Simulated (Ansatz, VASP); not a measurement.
MoS in VASP and in Ansatz

```
CELL_PARAMETERS angstrom
0.00000 2.76229 2.76229
2.76229 0.00000 2.76229
2.76229 2.76229 0.00000
ATOMIC_POSITIONS crystal
Mo 0.00000 0.00000 0.00000
S 0.25000 0.25000 0.25000
```

Alike in both runs: task single point; functional PBE; k mesh 12 × 12 × 12; occupations gaussian, width 0.1 eV; collinear spin; Hubbard terms Mo d U = 4.38 eV.

|  | VASP | Ansatz |
| --- | --- | --- |
| version | VASP 6.6.1 | Ansatz 0.2.0 |
| potentials or method | VASP PAW PBE potentials, release 64 (Mo_sv, S), cutoff 520 eV | scalar-relativistic, plane waves, PAW |
| valence electrons in the cell | 20 | 20 |

Ansatz gave:

* gap on the k mesh at the Fermi level (eV): none
* pressure (GPa): 21.4
* net moment per atom (μB): 2.00
* size of the moment on the site where the two differ most (μB): 2.61

Q: Estimate VASP's values.

A: gap on the k mesh at the Fermi level (eV): none; pressure (GPa): -2.1; net moment per atom (μB): 0.79; size of the moment on the site where the two differ most (μB): 1.54.

The net moments are unlike, so the other rows may belong to different states. Site moments also hang on the region over which each program counts them. The programs project onto different local orbitals, so the same U acts differently, and such runs can settle in different states. A gap of «none» marks a metal or a gap that the smearing closes. Ansatz's warnings: filled band counts differ across k points.
